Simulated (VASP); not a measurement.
# Pd (Fd-3m) in VASP: notebook

Runs on Pd. Level: LDA. Tasks: single point.

Program: VASP 6.6.1. These are calculated values, not measurements. Logs are shortened: lines on timing, memory, paths and dates and some standing lists are left out, and cuts for length are marked.

## Step 1: The cell of the first run

It takes space group Fd-3m (No. 227, cubic). The conventional cell has a = 5.618 Å, b = 5.618 Å, c = 5.618 Å, α = 90.00°, β = 90.00°, γ = 90.00°. Pd (site symmetry -43m) has 4 Pd at 2.43 Å within 3.2 Å.

## Step 2: Single point, LDA

Contents of INCAR:

```
ALGO = Normal
EDIFF = 1E-6
ENCUT = 520
GGA = CA
ISIF = 2
ISMEAR = -1
LASPH = True
LCHARG = False
LREAL = False
LWAVE = False
NBANDS = 17
NELM = 80
PREC = Accurate
SIGMA = 0.1
```

Contents of KPOINTS:

```
k-points
0
Gamma
  10 10 10
```

Contents of POSCAR:

```
Pd
1.0
    0.0000000000      2.8091345367      2.8091345367
    2.8091345367      0.0000000000      2.8091345367
    2.8091345367      2.8091345367      0.0000000000
Pd
2
Direct
    0.1250000000      0.1250000000      0.1250000000
    0.8750000000      0.8750000000      0.8750000000
```

Potentials or basis: VASP PAW LDA potentials, release 64 (Pd).

On the command line:

```console
$ cat potpaw_LDA.64/Pd/POTCAR > POTCAR
$ mpirun -np 1 vasp_std > vasp.out
```

OUTCAR:

```text
EDIFF = 1E-6
   ENCUT = 520
   GGA = CA
   ISIF = 2
   ISMEAR = -1
   LASPH = True
   LREAL = False
   NELM = 80
   PREC = Accurate

 ion  position               nearest neighbor table
   1  0.125  0.125  0.125-   2 2.43   2 2.43   2 2.43   2 2.43
   2  0.875  0.875  0.875-   1 2.43   1 2.43   1 2.43   1 2.43

  LATTYP: Found a face centered cubic cell.
 ALAT       =     5.6182690734

  Lattice vectors:

 A1 = (   0.0000000000,   2.8091345367,   2.8091345367)
 A2 = (   2.8091345367,   0.0000000000,   2.8091345367)
 A3 = (   2.8091345367,   2.8091345367,   0.0000000000)

Analysis of symmetry for initial positions (statically):
=====================================================================
 Subroutine PRICEL returns:
 Original cell was already a primitive cell.

 Routine SETGRP: Setting up the symmetry group for a
 face centered cubic supercell.

 Subroutine GETGRP returns: Found 48 space group operations
 (whereof 12 operations were pure point group operations)
 out of a pool of 48 trial point group operations.

The static configuration has the point symmetry D_3d.
 The point group associated with its full space group is O_h .

Analysis of symmetry for dynamics (positions and initial velocities):
=====================================================================
 Subroutine PRICEL returns:
 Original cell was already a primitive cell.

 Routine SETGRP: Setting up the symmetry group for a
 face centered cubic supercell.

 Subroutine GETGRP returns: Found 48 space group operations
 (whereof 12 operations were pure point group operations)
 out of a pool of 48 trial point group operations.

The dynamic configuration has the point symmetry D_3d.
 The point group associated with its full space group is O_h .

 Subroutine INISYM returns: Found 48 space group operations
 (whereof 12 operations are pure point group operations),
 and found     1 'primitive' translations

----------------------------------------------------------------------------------------

                                     Primitive cell

  volume of cell :      44.3351

  direct lattice vectors                    reciprocal lattice vectors
     0.000000000  2.809134537  2.809134537    -0.177990763  0.177990763  0.177990763
     2.809134537  0.000000000  2.809134537     0.177990763 -0.177990763  0.177990763
     2.809134537  2.809134537  0.000000000     0.177990763  0.177990763 -0.177990763

  length of vectors
     3.972716160  3.972716160  3.972716160     0.308289045  0.308289045  0.308289045

  position of ions in fractional coordinates (direct lattice)
     0.125000000  0.125000000  0.125000000
     0.875000000  0.875000000  0.875000000

  ion indices of the primitive-cell ions
   primitive index   ion index
                 1           1
                 2           2

----------------------------------------------------------------------------------------

 KPOINTS: k-points

Automatic generation of k-mesh.
 Grid dimensions read from file:
 generate k-points for:   10   10   10

 Generating k-lattice:

  Cartesian coordinates                     Fractional coordinates (reciprocal lattice)
    -0.017799076  0.017799076  0.017799076     0.100000000  0.000000000  0.000000000
     0.017799076 -0.017799076  0.017799076     0.000000000  0.100000000  0.000000000
     0.017799076  0.017799076 -0.017799076     0.000000000  0.000000000  0.100000000

  Length of vectors
     0.030828905  0.030828905  0.030828905

  Shift w.r.t. Gamma in fractional coordinates (k-lattice)
     0.000000000  0.000000000  0.000000000

 Subroutine IBZKPT returns following result:
 ===========================================

 Found     47 irreducible k-points:

 Following reciprocal coordinates:
            Coordinates               Weight
  0.000000  0.000000  0.000000      1.000000
  0.100000  0.000000  0.000000      8.000000
  0.200000  0.000000  0.000000      8.000000
  0.300000  0.000000  0.000000      8.000000
  0.400000  0.000000  0.000000      8.000000
  0.500000  0.000000  0.000000      4.000000
[... 16 lines left out ...]
  0.300000  0.300000  0.000000      6.000000
  0.400000  0.300000  0.000000     24.000000
 [... further k-points ...]
   k-points           NKPTS =     47   k-points in BZ     NKDIM =     47   number of bands    NBANDS=     17
   number of dos      NEDOS =    301   number of ions     NIONS =      2
   total plane-waves  NPLWV =  27000
   dimension x,y,z NGX =    30 NGY =   30 NGZ =   30
   dimension x,y,z NGXF=    60 NGYF=   60 NGZF=   60
   ions per type =               2
   NGX,Y,Z   is equivalent  to a cutoff of  12.55, 12.55, 12.55 a.u.
   NGXF,Y,Z  is equivalent  to a cutoff of  25.11, 25.11, 25.11 a.u.
 SYSTEM =  unknown system
   PREC   = accura    normal or accurate (medium, high low for compatibility)
   ISTART =      0    job   : 0-new  1-cont  2-samecut
   ICHARG =      2    charge: 1-file 2-atom 10-const
   ISPIN  =      1    spin polarized calculation?
   LNONCOLLINEAR =      F non collinear calculations
   LSORBIT =      F    spin-orbit coupling
   LASPH  =      T    aspherical Exc in radial PAW
   ENCUT  =  520.0 eV  38.22 Ry    6.18 a.u.   7.39  7.39  7.39*2*pi/ulx,y,z
   NELM   =     80;   NELMIN=  2; NELMDL= -5     # of ELM steps
   EDIFF  = 0.1E-05   stopping-criterion for ELM
   LREAL  =      F    real-space projection
[... 7 lines left out ...]
   TEBEG  =    0.0;   TEEND  =   0.0 temperature during run
   PSTRESS=    0.0 pullay stress
   NELECT =      20.0000    total number of electrons
   NUPDOWN=      -1.0000    fix difference up-down
   EMIN   =  10.00;   EMAX   =-10.00  energy-range for DOS
   EFERMI =   0.00;   METHOD = LEGACY
   ISMEAR =    -1;   SIGMA  =   0.10  broadening in eV -4-tet -1-fermi 0-gaus
   EFERMI_NEDOS =   21; number of points for ismear=-14 and -15
   IALGO  =     38    algorithm
   IMIX   =      4    mixing-type and parameters
     AMIX     =   0.40;   BMIX     =  1.00
     AMIX_MAG =   1.60;   BMIX_MAG =  1.00
  volume/ion in A,a.u.               =      22.17       149.59
  Fermi-wavevector in a.u.,A,eV,Ry     =   1.255555  2.372654 21.448462  1.576418
  Thomas-Fermi vector in A             =   2.389306
   LORBIT       =      0    0 simple, 1 ext, 2 COOP (PROOUT), +10 PAW based schemes
   GGA     = CA    functional components
   LHFCALC =     F    Hartree Fock is set to
   AEXX    =    0.0000 exact exchange contribution
   IVDW    =     0    specifies the selected vdW correction
   LEPSILON=     F    determine dielectric tensor
   LRPA    =     F    only Hartree local field effects (RPA)
 non-spin polarized calculation
  energy-cutoff  :      520.00
  volume of cell :       44.34
 maximum number of plane-waves:      1243
 NGX is ok and might be reduce to    30
   NGX = 15   NGY = 15   NGZ = 15

 number of electron      20.0000005 magnetization

 Free energy of the ion-electron system (eV)
  ---------------------------------------------------
  ext. energy  EPLUGINS =         0.00000000
  ---------------------------------------------------
  free energy    TOTEN  =       -10.27435296 eV

  energy without entropy =      -10.10765026  energy(sigma->0) =      -10.19100161

 E-fermi :   4.7040     XC(G=0): -10.8381

 val. band max:        4.7031850658   @ k =   0.5000   0.2000   0.1000
 cond. band min:       4.7061464303   @ k =  -0.3000   0.2000   0.0000
 fundamental gap:      0.0029613645
 Fermi energy:         4.7040144525

 k-point     1 :       0.0000    0.0000    0.0000
  band No.  band energies     occupation
      1      -0.3902      2.00000
      2       0.8691      2.00000
      3       0.8691      2.00000
      4       1.0447      2.00000
      5       1.0447      2.00000
      6       1.0447      2.00000
[... 9 lines left out ...]
     16      17.3768      0.00000
     17      17.4145      0.00000

 k-point     2 :       0.1000    0.0000    0.0000
  band No.  band energies     occupation
      1      -0.2353      2.00000
      2       0.7655      2.00000
      3       0.7655      2.00000
      4       1.0478      2.00000
      5       1.1909      2.00000
      6       1.1909      2.00000
[... 9 lines left out ...]
     16      17.9129      0.00000
     17      18.3490      0.00000

 k-point     3 :       0.2000    0.0000    0.0000
  band No.  band energies     occupation
      1       0.1817      2.00000
      2       0.6876      2.00000
      3       0.6876      2.00000
      4       1.0783      2.00000
      5       1.3545      2.00000
      6       1.3545      2.00000
[... 9 lines left out ...]
     16      18.4042      0.00000
     17      18.5316      0.00000

 k-point     4 :       0.3000    0.0000    0.0000
  band No.  band energies     occupation
      1       0.6465      2.00000
      2       0.7051      2.00000
      3       0.7051      2.00000
      4       1.1970      2.00000
      5       1.3800      2.00000
      6       1.3800      2.00000
[... 9 lines left out ...]
     16      18.1157      0.00000
     17      18.1157      0.00000

 k-point     5 :       0.4000    0.0000    0.0000
  band No.  band energies     occupation
      1       0.8090      2.00000
      2       0.8090      2.00000
      3       0.8894      2.00000
      4       1.2603      2.00000
      5       1.2603      2.00000
      6       1.3061      2.00000
[... 9 lines left out ...]
     16      17.8407      0.00000
     17      17.8407      0.00000

 k-point     6 :       0.5000    0.0000    0.0000
  band No.  band energies     occupation
      1       0.9100      2.00000
      2       0.9100      2.00000
      3       0.9739      2.00000
      4       1.1436      2.00000
      5       1.1436      2.00000
      6       1.2906      2.00000
[... 9 lines left out ...]
     16      17.7463      0.00000
     17      17.7463      0.00000
[... 281 lines left out ...]
 k-point    21 :      -0.3000    0.2000    0.0000
  band No.  band energies     occupation
      1       0.5224      2.00000
      2       0.5668      2.00000
      3       1.1175      2.00000
      4       1.2874      2.00000
      5       1.4908      2.00000
      6       1.8786      2.00000
[... 9 lines left out ...]
     16      19.1038      0.00000
     17      19.1751      0.00000

 k-point    22 :      -0.2000    0.2000    0.0000
  band No.  band energies     occupation
      1       0.5056      2.00000
      2       0.6108      2.00000
      3       1.0328      2.00000
      4       1.1920      2.00000
      5       1.2686      2.00000
      6       1.8098      2.00000
[... 9 lines left out ...]
     16      18.6967      0.00000
     17      19.0273      0.00000

 k-point    23 :       0.3000    0.3000    0.0000
  band No.  band energies     occupation
      1       0.2861      2.00000
      2       0.9813      2.00000
      3       0.9813      2.00000
      4       1.3127      2.00000
      5       1.5716      2.00000
      6       1.6023      2.00000
[... 9 lines left out ...]
     16      15.0825      0.00000
     17      21.7033      0.00000

 k-point    24 :       0.4000    0.3000    0.0000
  band No.  band energies     occupation
      1       0.2988      2.00000
      2       0.8631      2.00000
      3       0.9482      2.00000
      4       1.4244      2.00000
      5       1.7691      2.00000
      6       1.8611      2.00000
[... 9 lines left out ...]
     16      15.6430      0.00000
     17      21.9757      0.00000

 [... further k-points ...]
[... 5 lines left out ...]
  --------------------------------------------------------------------------------------
  -------------------------------------------------------------------------------------
  Total       -0.0511038     -0.0511038     -0.0511038      0.0000000      0.0000000      0.0000000
  in kB       -1.8467851     -1.8467851     -1.8467851      0.0000000      0.0000000      0.0000000
  external PRESSURE =      -1.8467851 kB  Pullay stress =       0.0000000 kB

 VOLUME and BASIS-vectors are now :
 -----------------------------------------------------------------------------
  energy-cutoff  :      520.00
  volume of cell :       44.34
      direct lattice vectors                 reciprocal lattice vectors
     0.000000000  2.809134537  2.809134537    -0.177990763  0.177990763  0.177990763
     2.809134537  0.000000000  2.809134537     0.177990763 -0.177990763  0.177990763
     2.809134537  2.809134537  0.000000000     0.177990763  0.177990763 -0.177990763

 POSITION                                       TOTAL-FORCE (eV/Angst)
 -----------------------------------------------------------------------------------
      0.70228      0.70228      0.70228         0.000000      0.000000      0.000000
      4.91599      4.91599      4.91599        -0.000000     -0.000000     -0.000000
 -----------------------------------------------------------------------------------
    total drift:                               -0.000000      0.000000      0.000000

  FREE ENERGIE OF THE ION-ELECTRON SYSTEM (eV)
  ---------------------------------------------------
  free  energy   TOTEN  =       -10.2743529575 eV

  energy  without entropy=      -10.1076502559  energy(sigma->0) =      -10.19100161
```

It took 20 s on 1 thread of Intel Xeon Platinum 8488C (Sapphire Rapids), shared host; peak memory 0.16 GiB.

Results:

```yaml
Free_energy: -10.2744 eV
Pressure: -0.2 GPa
Band_gap_on_the_k_mesh: zero (band 10 reaches 4.78 eV, above the bottom of band 11 at 4.37 eV)
```

Levels at points of the mesh, in eV from the Fermi level:
| k point | band 7 | band 8 | band 9 | band 10 | band 11 | band 12 | band 13 | band 14 |
| --- | --- | --- | --- | --- | --- | --- | --- | --- |
| (0.00, 0.00, 0.00) | -1.55 | -1.55 | -1.55 | -0.16 | -0.16 | 12.25 | 12.25 | 12.25 |
| (0.50, 0.00, 0.00) | -1.16 | -1.16 | -0.38 | -0.38 | -0.33 | 1.35 | 8.87 | 8.87 |
| (0.50, 0.50, 0.00) | -2.08 | -2.08 | -0.18 | -0.18 | 1.97 | 1.97 | 4.82 | 4.82 |

## Step 3: Single point, LDA (volume scaled by 0.96)

Contents of INCAR:

```
SYSTEM = Pd
ALGO = Normal
EDIFF = 1E-6
ENCUT = 520
ISIF = 2
ISMEAR = -1
LASPH = .True.
LCHARG = .False.
LREAL = .False.
LWAVE = .False.
NBANDS = 17
NELM = 80
PREC = Accurate
SIGMA = 0.1
```

Contents of KPOINTS:

```
k-points
0
Gamma
  11 11 11
  0 0 0
```

Contents of POSCAR:

```
Pd
1.0
    0.0000000000      2.7711686051      2.7711686051
    2.7711686051      0.0000000000      2.7711686051
    2.7711686051      2.7711686051      0.0000000000
Pd
2
Direct
    0.1250000000      0.1250000000      0.1250000000
    0.8750000000      0.8750000000      0.8750000000
```

Potentials or basis: VASP PAW LDA potentials, release 64 (Pd).

On the command line:

```console
$ cat potpaw_LDA.64/Pd/POTCAR > POTCAR
$ mpirun -np 1 vasp_std > vasp.out
```

OUTCAR:

```text
SYSTEM = Pd
   EDIFF = 1E-6
   ENCUT = 520
   ISIF = 2
   ISMEAR = -1
   LASPH = .True.
   LREAL = .False.
   NELM = 80
   PREC = Accurate

 ion  position               nearest neighbor table
   1  0.125  0.125  0.125-   2 2.40   2 2.40   2 2.40   2 2.40
   2  0.875  0.875  0.875-   1 2.40   1 2.40   1 2.40   1 2.40

  LATTYP: Found a face centered cubic cell.
 ALAT       =     5.5423372102

  Lattice vectors:

 A1 = (   0.0000000000,   2.7711686051,   2.7711686051)
 A2 = (   2.7711686051,   0.0000000000,   2.7711686051)
 A3 = (   2.7711686051,   2.7711686051,   0.0000000000)

Analysis of symmetry for initial positions (statically):
=====================================================================
 Subroutine PRICEL returns:
 Original cell was already a primitive cell.

 Routine SETGRP: Setting up the symmetry group for a
 face centered cubic supercell.

 Subroutine GETGRP returns: Found 48 space group operations
 (whereof 12 operations were pure point group operations)
 out of a pool of 48 trial point group operations.

The static configuration has the point symmetry D_3d.
 The point group associated with its full space group is O_h .

Analysis of symmetry for dynamics (positions and initial velocities):
=====================================================================
[... 156 lines left out ...]

  energy without entropy =      -10.08885514  energy(sigma->0) =      -10.17112766

 E-fermi :   5.1758     XC(G=0): -11.0597

 val. band max:        5.1662838998   @ k =  -0.2727   0.3636   0.0909
 cond. band min:       5.1773438442   @ k =  -0.4545   0.3636   0.0000
 fundamental gap:      0.0110599444
 Fermi energy:         5.1757584106

 k-point     1 :       0.0000    0.0000    0.0000
  band No.  band energies     occupation
      1      -0.1406      2.00000
      2       1.1051      2.00000
      3       1.1051      2.00000
      4       1.3145      2.00000
      5       1.3145      2.00000
      6       1.3145      2.00000
[... 457 lines left out ...]
      4       1.3851      2.00000
      5       1.5544      2.00000
      6       2.0478      2.00000
[... 9 lines left out ...]
     16      19.1963      0.00000
     17      19.5164      0.00000

 [... further k-points ...]
[... 5 lines left out ...]
  --------------------------------------------------------------------------------------
  -------------------------------------------------------------------------------------
  Total        1.0452561      1.0452561      1.0452561      0.0000000      0.0000000      0.0000000
  in kB       39.3472563     39.3472563     39.3472563      0.0000000      0.0000000      0.0000000
  external PRESSURE =      39.3472563 kB  Pullay stress =       0.0000000 kB

 VOLUME and BASIS-vectors are now :
 -----------------------------------------------------------------------------
  energy-cutoff  :      520.00
  volume of cell :       42.56
      direct lattice vectors                 reciprocal lattice vectors
     0.000000000  2.771168605  2.771168605    -0.180429296  0.180429296  0.180429296
     2.771168605  0.000000000  2.771168605     0.180429296 -0.180429296  0.180429296
     2.771168605  2.771168605  0.000000000     0.180429296  0.180429296 -0.180429296

 POSITION                                       TOTAL-FORCE (eV/Angst)
 -----------------------------------------------------------------------------------
      0.69279      0.69279      0.69279        -0.000000      0.000000      0.000000
      4.84955      4.84955      4.84955         0.000000     -0.000000     -0.000000
 -----------------------------------------------------------------------------------
    total drift:                               -0.000000      0.000000      0.000000

  FREE ENERGIE OF THE ION-ELECTRON SYSTEM (eV)
  ---------------------------------------------------
  free  energy   TOTEN  =       -10.2534001833 eV

  energy  without entropy=      -10.0888551382  energy(sigma->0) =      -10.17112766
```

It took 29 s on 1 thread of Intel Xeon Platinum 8488C (Sapphire Rapids), shared host; peak memory 0.17 GiB.

What came out:

```yaml
Free_energy: -10.2534 eV
Pressure: 3.9 GPa
Band_gap_on_the_k_mesh: zero (band 10 reaches 5.29 eV, above the bottom of band 11 at 4.80 eV)
```
